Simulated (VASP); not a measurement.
# WS2 (P-3m1) in VASP: single point with PBE+D3(BJ)

Aim: the single point of WS2 with PBE+D3(BJ).

All numbers are computed with VASP 6.6.1; they aren't measurements. Logs are shortened: lines on timing, memory, paths and dates and some standing lists are left out, and cuts for length are marked.

## 1. The cell of the first run

Symmetry: P-3m1, No. 164, trigonal system. Conventional cell: a = 3.154 Å, b = 3.154 Å, c = 11.990 Å, α = 90.00°, β = 90.00°, γ = 120.00°. W (site symmetry 3m) has 6 S at 2.41 Å and 6 W at 3.15 Å within 3.2 Å. Within 3.2 Å of S (site symmetry 3m) lie 3 W at 2.41 Å and 7 S at 3.15 Å. S (site symmetry 3m) has 3 W at 2.41 Å and 7 S at 3.15 Å within 3.2 Å.

## 2. Single point, PBE+D3(BJ)

File INCAR:

```
SYSTEM = WS2
ALGO = Normal ; EDIFF = 1E-6
ENCUT = 520 ; GGA = PE
ISIF = 2 ; ISMEAR = 0
IVDW = 12 ; LASPH = .TRUE.
LCHARG = .FALSE. ; LREAL = .FALSE.
LWAVE = .FALSE. ; NBANDS = 35
NELM = 60 ; PREC = Accurate
SIGMA = 0.05
```

File KPOINTS:

```
k-points
0
G
  10 10 3
  0 0 0
```

File POSCAR:

```
WS2
1.0
   -3.1542061832      0.0000000000      0.0000000000
   -1.5771030916     -2.7316226834      0.0000000000
    0.0000000000      0.0000000000     11.9899091344
W S
2 4
Direct
    0.3333333333      0.3333333333      0.2531276300
    0.6666666667      0.6666666667      0.7593828901
    0.3333333333      0.3333333333      0.6280475390
    0.6666666667      0.6666666667      0.1217922789
    0.3333333333      0.3333333333      0.8907182413
    0.6666666667      0.6666666667      0.3844629812
```

Potentials or basis: VASP PAW PBE potentials, release 64 (W_sv, S).

Command:

```console
$ cat potpaw_PBE.64/W_sv/POTCAR potpaw_PBE.64/S/POTCAR > POTCAR
$ mpirun -np 1 vasp_std > vasp.out
```

OUTCAR:

```text
SYSTEM = WS2
   EDIFF = 1E-6
   ENCUT = 520
   GGA = PE
   ISIF = 2
   ISMEAR = 0
   IVDW = 12
   LASPH = .TRUE.
   LREAL = .FALSE.
   NELM = 60
   PREC = Accurate
 IVDW          = 12

 ion  position               nearest neighbor table
   1  0.333  0.333  0.253-   4 2.41   4 2.41   4 2.41   6 2.41   6 2.41   6 2.41
   2  0.667  0.667  0.759-   3 2.41   3 2.41   3 2.41   5 2.41   5 2.41   5 2.41
   3  0.333  0.333  0.628-   2 2.41   2 2.41   2 2.41
   4  0.667  0.667  0.122-   1 2.41   1 2.41   1 2.41
   5  0.333  0.333  0.891-   2 2.41   2 2.41   2 2.41
   6  0.667  0.667  0.384-   1 2.41   1 2.41   1 2.41

  LATTYP: Found a hexagonal cell.
 ALAT       =     3.1542061832
 C/A-ratio  =     3.8012445725

  Lattice vectors:

 A1 = (   1.5771030916,   2.7316226834,   0.0000000000)
 A2 = (  -3.1542061832,   0.0000000000,   0.0000000000)
 A3 = (   0.0000000000,   0.0000000000,  11.9899091344)

Analysis of symmetry for initial positions (statically):
=====================================================================
 Subroutine PRICEL returns:
 Original cell was already a primitive cell.

 Routine SETGRP: Setting up the symmetry group for a
 hexagonal supercell.

 Subroutine GETGRP returns: Found 12 space group operations
 (whereof  6 operations were pure point group operations)
 out of a pool of 24 trial point group operations.

The static configuration has the point symmetry C_3v.
 The point group associated with its full space group is D_3d.

Analysis of symmetry for dynamics (positions and initial velocities):
=====================================================================
 Subroutine PRICEL returns:
 Original cell was already a primitive cell.

 Routine SETGRP: Setting up the symmetry group for a
 hexagonal supercell.

 Subroutine GETGRP returns: Found 12 space group operations
 (whereof  6 operations were pure point group operations)
 out of a pool of 24 trial point group operations.

The dynamic configuration has the point symmetry C_3v.
 The point group associated with its full space group is D_3d.

 Subroutine INISYM returns: Found 12 space group operations
 (whereof  6 operations are pure point group operations),
 and found     1 'primitive' translations

----------------------------------------------------------------------------------------

                                     Primitive cell

  volume of cell :     103.3063

  direct lattice vectors                    reciprocal lattice vectors
    -3.154206183  0.000000000  0.000000000    -0.317036979  0.183041385  0.000000000
    -1.577103092 -2.731622683  0.000000000     0.000000000 -0.366082771  0.000000000
     0.000000000  0.000000000 11.989909134     0.000000000  0.000000000  0.083403468

  length of vectors
     3.154206183  3.154206183 11.989909134     0.366082771  0.366082771  0.083403468

  position of ions in fractional coordinates (direct lattice)
     0.333333333  0.333333333  0.253127630
     0.666666667  0.666666667  0.759382890
     0.333333333  0.333333333  0.628047539
     0.666666667  0.666666667  0.121792279
     0.333333333  0.333333333  0.890718241
     0.666666667  0.666666667  0.384462981

  ion indices of the primitive-cell ions
   primitive index   ion index
                 1           1
                 2           2
                 3           3
                 4           4
                 5           5
                 6           6

----------------------------------------------------------------------------------------

 KPOINTS: k-points

Automatic generation of k-mesh.
 Grid dimensions read from file:
 generate k-points for:   10   10    3

 Generating k-lattice:

  Cartesian coordinates                     Fractional coordinates (reciprocal lattice)
    -0.031703698  0.018304139  0.000000000     0.100000000 -0.000000000  0.000000000
     0.000000000 -0.036608277  0.000000000     0.000000000  0.100000000  0.000000000
     0.000000000  0.000000000  0.027801156     0.000000000  0.000000000  0.333333333

  Length of vectors
     0.036608277  0.036608277  0.027801156

  Shift w.r.t. Gamma in fractional coordinates (k-lattice)
     0.000000000  0.000000000  0.000000000

 Subroutine IBZKPT returns following result:
 ===========================================

 Found     36 irreducible k-points:

 Following reciprocal coordinates:
            Coordinates               Weight
  0.000000  0.000000  0.000000      1.000000
  0.100000  0.000000  0.000000      6.000000
  0.200000  0.000000  0.000000      6.000000
  0.300000  0.000000  0.000000      6.000000
  0.400000  0.000000  0.000000      6.000000
  0.500000 -0.000000  0.000000      3.000000
[... 16 lines left out ...]
  0.400000  0.400000  0.333333      6.000000
  0.500000 -0.000000  0.333333      6.000000
 [... further k-points ...]
   k-points           NKPTS =     36   k-points in BZ     NKDIM =     36   number of bands    NBANDS=     35
   number of dos      NEDOS =    301   number of ions     NIONS =      6
   total plane-waves  NPLWV =  51840
   dimension x,y,z NGX =    24 NGY =   24 NGZ =   90
   dimension x,y,z NGXF=    48 NGYF=   48 NGZF=  180
   ions per type =               2   4
   NGX,Y,Z   is equivalent  to a cutoff of  12.65, 12.65, 12.48 a.u.
   NGXF,Y,Z  is equivalent  to a cutoff of  25.30, 25.30, 24.96 a.u.
 SYSTEM =  WS2
   PREC   = accura    normal or accurate (medium, high low for compatibility)
   ISTART =      0    job   : 0-new  1-cont  2-samecut
   ICHARG =      2    charge: 1-file 2-atom 10-const
   ISPIN  =      1    spin polarized calculation?
   LNONCOLLINEAR =      F non collinear calculations
   LSORBIT =      F    spin-orbit coupling
   LASPH  =      T    aspherical Exc in radial PAW
   ENCUT  =  520.0 eV  38.22 Ry    6.18 a.u.   5.86  5.86 22.29*2*pi/ulx,y,z
   NELM   =     60;   NELMIN=  2; NELMDL= -5     # of ELM steps
   EDIFF  = 0.1E-05   stopping-criterion for ELM
   LREAL  =      F    real-space projection
   EDIFFG = 0.1E-04   stopping-criterion for IOM
   NSW    =      0    number of steps for IOM
   IBRION =     -1    ionic relax: 0-MD 1-quasi-New 2-CG
   NFREE  =      0    steps in history (QN), initial steepest desc. (CG)
   ISIF   =      2    stress and relaxation
   ISYM   =      2    0-nonsym 1-usesym 2-fastsym
   POTIM  = 0.5000    time-step for ionic-motion
   TEBEG  =    0.0;   TEEND  =   0.0 temperature during run
   PSTRESS=    0.0 pullay stress
   NELECT =      52.0000    total number of electrons
   NUPDOWN=      -1.0000    fix difference up-down
   EMIN   =  10.00;   EMAX   =-10.00  energy-range for DOS
   EFERMI =   0.00;   METHOD = LEGACY
   ISMEAR =     0;   SIGMA  =   0.05  broadening in eV -4-tet -1-fermi 0-gaus
   EFERMI_NEDOS =   21; number of points for ismear=-14 and -15
   IALGO  =     38    algorithm
   IMIX   =      4    mixing-type and parameters
     AMIX     =   0.40;   BMIX     =  1.00
     AMIX_MAG =   1.60;   BMIX_MAG =  1.00
  volume/ion in A,a.u.               =      17.22       116.19
  Fermi-wavevector in a.u.,A,eV,Ry     =   1.302268  2.460930 23.074148  1.695902
  Thomas-Fermi vector in A             =   2.433347
   LORBIT       =      0    0 simple, 1 ext, 2 COOP (PROOUT), +10 PAW based schemes
   GGA     = PE    functional components
   LHFCALC =     F    Hartree Fock is set to
   AEXX    =    0.0000 exact exchange contribution
   IVDW    =    12    specifies the selected vdW correction
   LEPSILON=     F    determine dielectric tensor
   LRPA    =     F    only Hartree local field effects (RPA)
 non-spin polarized calculation
 Gauss-broadening in eV      SIGMA  =   0.05
  energy-cutoff  :      520.00
  volume of cell :      103.31
 maximum number of plane-waves:      2800
   NGX = 11   NGY = 11   NGZ = 45

 number of electron      51.9999995 magnetization

 Free energy of the ion-electron system (eV)
  ---------------------------------------------------
  ext. energy  EPLUGINS =         0.00000000
  ---------------------------------------------------
  free energy    TOTEN  =       -47.14467463 eV

  energy without entropy =      -47.14467463  energy(sigma->0) =      -47.14467463

 E-fermi :   8.2732     XC(G=0): -11.1658

 val. band max:        7.9503467922   @ k =   0.0000   0.0000   0.0000
 cond. band min:       8.8500575473   @ k =   0.4000   0.2000   0.0000
 fundamental gap:      0.8997107551
 Fermi energy:         8.2731763319

 k-point     1 :       0.0000    0.0000    0.0000
  band No.  band energies     occupation
      1     -66.7548      2.00000
      2     -66.7548      2.00000
      3     -31.0119      2.00000
      4     -31.0118      2.00000
      5     -30.8349      2.00000
      6     -30.8349      2.00000
[... 27 lines left out ...]
     34      10.4190      0.00000
     35      12.6606      0.00000

 k-point     2 :       0.1000    0.0000    0.0000
  band No.  band energies     occupation
      1     -66.7530      2.00000
      2     -66.7530      2.00000
      3     -31.0055      2.00000
      4     -31.0054      2.00000
      5     -30.8706      2.00000
      6     -30.8706      2.00000
[... 27 lines left out ...]
     34      10.5036      0.00000
     35      13.4120      0.00000

 k-point     3 :       0.2000    0.0000    0.0000
  band No.  band energies     occupation
      1     -66.7482      2.00000
      2     -66.7482      2.00000
      3     -30.9886      2.00000
      4     -30.9885      2.00000
      5     -30.9629      2.00000
      6     -30.9629      2.00000
[... 27 lines left out ...]
     34      11.2004      0.00000
     35      14.5820      0.00000

 k-point     4 :       0.3000    0.0000    0.0000
  band No.  band energies     occupation
      1     -66.7424      2.00000
      2     -66.7423      2.00000
      3     -31.0751      2.00000
      4     -31.0751      2.00000
      5     -30.9676      2.00000
      6     -30.9676      2.00000
[... 27 lines left out ...]
     34      11.8262      0.00000
     35      14.0737      0.00000

 k-point     5 :       0.4000    0.0000    0.0000
  band No.  band energies     occupation
      1     -66.7376      2.00000
      2     -66.7376      2.00000
      3     -31.1643      2.00000
      4     -31.1643      2.00000
      5     -30.9506      2.00000
      6     -30.9506      2.00000
[... 638 lines left out ...]
 k-point    22 :       0.4000    0.0000    0.3333
  band No.  band energies     occupation
      1     -66.7376      2.00000
      2     -66.7376      2.00000
      3     -31.1643      2.00000
      4     -31.1643      2.00000
      5     -30.9506      2.00000
      6     -30.9506      2.00000
[... 27 lines left out ...]
     34      12.0411      0.00000
     35      12.8864      0.00000

 k-point    23 :       0.4000    0.4000    0.3333
  band No.  band energies     occupation
      1     -66.7376      2.00000
      2     -66.7376      2.00000
      3     -31.1643      2.00000
      4     -31.1643      2.00000
      5     -30.9506      2.00000
      6     -30.9506      2.00000
[... 27 lines left out ...]
     34      12.0404      0.00000
     35      12.9061      0.00000

 k-point    24 :       0.5000   -0.0000    0.3333
  band No.  band energies     occupation
      1     -66.7358      2.00000
      2     -66.7358      2.00000
      3     -31.1981      2.00000
      4     -31.1981      2.00000
      5     -30.9441      2.00000
      6     -30.9441      2.00000
[... 27 lines left out ...]
     34      12.1284      0.00000
     35      12.3185      0.00000

 [... further k-points ...]

------------------------ aborting loop because EDIFF is reached ----------------------------------------

 Edisp (eV)   -2.64718

 E8    (eV) :    -1.1128

  FORCE on cell =-STRESS in cart. coord.  units (eV):
  Direction    XX          YY          ZZ          XY          YZ          ZX
  --------------------------------------------------------------------------------------
  -------------------------------------------------------------------------------------
  Total      -0.02595    -0.02595     0.36455    -0.00000     0.00000    -0.00000
  in kB      -0.40247    -0.40247     5.65381    -0.00000     0.00000    -0.00000
  external pressure =        1.62 kB  Pullay stress =        0.00 kB

 VOLUME and BASIS-vectors are now :
 -----------------------------------------------------------------------------
  energy-cutoff  :      520.00
  volume of cell :      103.31
      direct lattice vectors                 reciprocal lattice vectors
    -3.154206183  0.000000000  0.000000000    -0.317036979  0.183041385  0.000000000
    -1.577103092 -2.731622683  0.000000000     0.000000000 -0.366082771  0.000000000
     0.000000000  0.000000000 11.989909134     0.000000000  0.000000000  0.083403468

 POSITION                                       TOTAL-FORCE (eV/Angst)
 -----------------------------------------------------------------------------------
     -1.57710     -0.91054      3.03498         0.000000     -0.000000      0.023804
     -3.15421     -1.82108      9.10493        -0.000000      0.000000     -0.023804
     -1.57710     -0.91054      7.53023         0.000000     -0.000000      0.000897
     -3.15421     -1.82108      1.46028         0.000000     -0.000000      0.094237
     -1.57710     -0.91054     10.67963        -0.000000      0.000000     -0.094237
     -3.15421     -1.82108      4.60968        -0.000000     -0.000000     -0.000897
 -----------------------------------------------------------------------------------
    total drift:                                0.000000      0.000000      0.000014

  FREE ENERGIE OF THE ION-ELECTRON SYSTEM (eV)
  ---------------------------------------------------
  free  energy   TOTEN  =       -49.7918567780 eV

  energy  without entropy=      -49.7918567780  energy(sigma->0) =      -49.79185678
```

It took 57 s on 1 thread of Intel Xeon 6975P-C (Granite Rapids), shared host; peak memory 0.28 GiB.

What came out:

```
Free energy                : -49.7919 eV
Pressure                   : 0.2 GPa
Largest force              : 0.094 eV/Å
Band gap on the k mesh     : 0.90 eV, indirect (least direct gap 2.14 eV)
Dispersion energy per atom : -0.441 eV
```

Forces on the atoms (eV/Å):
```
W    0.000  0.000  0.024
W    0.000  0.000 -0.024
S    0.000  0.000  0.001
S    0.000  0.000  0.094
S    0.000  0.000 -0.094
S    0.000  0.000 -0.001
```

Caveat: spin-orbit coupling is left out, which moves the levels of the heavy elements.
